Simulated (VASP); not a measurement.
Write the native input for VASP 6.6.1 that does the following.

| Item | Value |
| --- | --- |
| Task | single point |
| Functional | r2SCAN |
| Potentials or basis | VASP PAW PBE potentials, release 64 (Sb, Mo_sv) |
| Cutoff | 520 eV |
| k mesh | 12 × 8 × 7 |
| Occupations | fermi-dirac, width 0.1 eV |
| Spin | no spin polarisation |
| Dipole correction | no |
| Further INCAR settings | ALGO = Normal; EDIFF = 1e-06; NBANDS = 32 |

Crystal: SbMo3.

```
Sb Mo
1.0
     2.84595    0.00000    0.00000
     0.00000    4.56790    0.00000
     0.00000    0.00000    4.93310
Sb Mo
1 3
Direct
  0.00000 0.00000 0.97512
  0.50000 0.00000 0.50000
  0.00000 0.50000 0.64808
  0.50000 0.50000 0.16016
```

The input as run:

POSCAR

```
SbMo3
1.0
    2.8459483900      0.0000000000      0.0000000000
    0.0000000000      4.5678985300      0.0000000000
    0.0000000000      0.0000000000      4.9331039500
Sb Mo
1 3
Direct
    0.0000000000      0.0000000000      0.9751200000
    0.5000000000      0.0000000000      0.5000000000
    0.0000000000      0.5000000000      0.6480800000
    0.5000000000      0.5000000000      0.1601600000
```

INCAR.step1

```
PREC = Accurate ; ENCUT = 520
ISMEAR = -1 ; SIGMA = 0.1
LREAL = F ; LASPH = T
NELM = 100 ; NBANDS = 32
GGA = PE ; ALGO = Normal
EDIFF = 1E-4 ; LWAVE = T
LCHARG = F
```

INCAR.step2

```
PREC = Accurate ; ENCUT = 520
EDIFF = 1E-6 ; ISMEAR = -1
SIGMA = 0.1 ; LREAL = F
LASPH = T ; NELM = 100
ALGO = Normal ; ISIF = 2
LWAVE = F ; LCHARG = T
METAGGA = R2SCAN ; LMIXTAU = T
LELF = T ; LVHAR = T
NBANDS = 32 ; ISTART = 1
```

KPOINTS

```
Automatic mesh
0
Gamma
  12 8 7
```

Potentials or basis: VASP PAW PBE potentials, release 64 (Sb, Mo_sv).

Run with:

```sh
$ cat potpaw_PBE.64/Sb/POTCAR potpaw_PBE.64/Mo_sv/POTCAR > POTCAR
$ cp INCAR.step1 INCAR
$ mpirun -np 1 vasp_std > vasp.out
$ cp INCAR.step2 INCAR
$ mpirun -np 1 vasp_std > vasp.out
```

Results of the run:

```yaml
Pressure: 13.4 GPa
Largest_force: 1.795 eV/Å
```

Caveat: the PAW data sets were made with another functional, which shifts forces and pressure a little.

Run time: 11 min on 1 thread of Intel(R) Xeon(R) Platinum 8375C CPU @ 2.90GHz (Ice Lake) (shared host), peak memory 0.36 GiB.
